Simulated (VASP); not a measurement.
Crystal: MgO.

```
Mg O
1.0
     0.00000    2.12671    2.12671
     2.12671    0.00000    2.12671
     2.12671    2.12671    0.00000
Mg O
1 1
Direct
  0.00000 0.00000 0.00000
  0.50000 0.50000 0.50000
```

* Program: VASP 6.6.1
* Task: relaxation of cell and atoms
* Functional: PBEsol
* Potentials or basis: VASP PAW PBE potentials, release 64 (Mg, O)
* Cutoff: 600 eV
* k mesh: 10 × 10 × 10
* Occupations: fermi-dirac, width 0.02 eV
* Spin: no spin polarisation

At the start: pressure -4.9 GPa; volume 9.62 Å³/atom.

**Question.** Where does the relaxation end?

**Answer.** Over 3 steps the energy falls by 4.8 meV/atom and the volume is 9.31 Å³/atom (-3.2 %); space group Fm-3m (No. 225, to 0.05 Å).

Step by step:
```csv
step,energy change (eV),largest force (eV/Å),pressure (GPa),volume (Å³)
1,0.0000,0.0000,-4.88,19.24
2,-0.0086,0.0000,1.68,18.43
3,-0.0096,0.0000,0.00,18.62
```

Final structure:
```yaml
crystal:
  lattice:
    - [0.00000, 2.10379, 2.10379]
    - [2.10379, 0.00000, 2.10379]
    - [2.10379, 2.10379, 0.00000]
  atoms:
    - { symbol: Mg, position: [0.00000, 0.00000, 0.00000] }
    - { symbol: O, position: [0.50000, 0.50000, 0.50000] }
```

Caveat: the PAW data sets were made with another functional, which shifts forces and pressure a little.
